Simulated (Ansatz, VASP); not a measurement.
# One calculation of GaSb3, two programs

The input INCAR:

```
  ALGO = Normal
  EDIFF = 1E-6
  ENCUT = 520
  GGA = PS
  ISIF = 2
  ISMEAR = 0
  LASPH = True
  LCHARG = False
  LREAL = False
  LWAVE = False
  NBANDS = 22
  NELM = 80
  PREC = Accurate
  SIGMA = 0.15
```

The input KPOINTS:

```
k-points
0
Gamma
  10 10 10
```

Contents of POSCAR:

```
GaSb3
1.0
    0.0000000000      3.7414382450      3.7414382450
    3.7414382450      0.0000000000      3.7414382450
    3.7414382450      3.7414382450      0.0000000000
Ga Sb
1 3
Direct
    0.0000000000      0.0000000000      0.0000000000
    0.2500000000      0.2500000000      0.2500000000
    0.7500000000      0.7500000000      0.7500000000
    0.5000000000      0.5000000000      0.5000000000
```

Input for Ansatz:

```yaml
crystal:
  lattice:
    - [0.0, 3.741438245, 3.741438245]
    - [3.741438245, 0.0, 3.741438245]
    - [3.741438245, 3.741438245, 0.0]
  atoms:
    - { symbol: Ga, position: [0.0, 0.0, 0.0] }
    - { symbol: Sb, position: [0.25, 0.25, 0.25] }
    - { symbol: Sb, position: [0.75, 0.75, 0.75] }
    - { symbol: Sb, position: [0.5, 0.5, 0.5] }
basis:
  ecutwfc: 420
kpoints:
  mp_grid: { grid: [10, 10, 10] }
hamiltonian:
  xc: pbesol
  pseudopotentials: { kind: paw, azcp: { folder: soft_1 } }
scf:
  occupations: { method: gaussian, width: 0.15 }
output:
  forces: true
  stress: true
  eigenvalues: true
```

Alike in both runs: task single point; functional PBEsol; k mesh 10 × 10 × 10; occupations gaussian, width 0.15 eV; no spin polarisation.

|  | VASP | Ansatz |
| --- | --- | --- |
| version | VASP 6.6.1 | Ansatz 0.2.0 |
| potentials or method | VASP PAW PBE potentials, release 64 (Ga_d, Sb), cutoff 520 eV | scalar-relativistic, plane waves, PAW |
| valence electrons in the cell | 28 | 58 |

```csv
,VASP,Ansatz,Ansatz less VASP
gap on the k mesh at the Fermi level (eV),none,none,-
pressure (GPa),-4.0,-4.0,+0.03
```

VASP's potentials were made for PBE, not for PBEsol, and Ansatz warns of the same on its side. A gap of «none» marks a metal or a gap that the smearing closes. VASP's potentials hold 28 valence electrons a cell and Ansatz's 58, so a difference there can come from the potentials and not from the codes.

Neither program's run includes spin-orbit coupling.
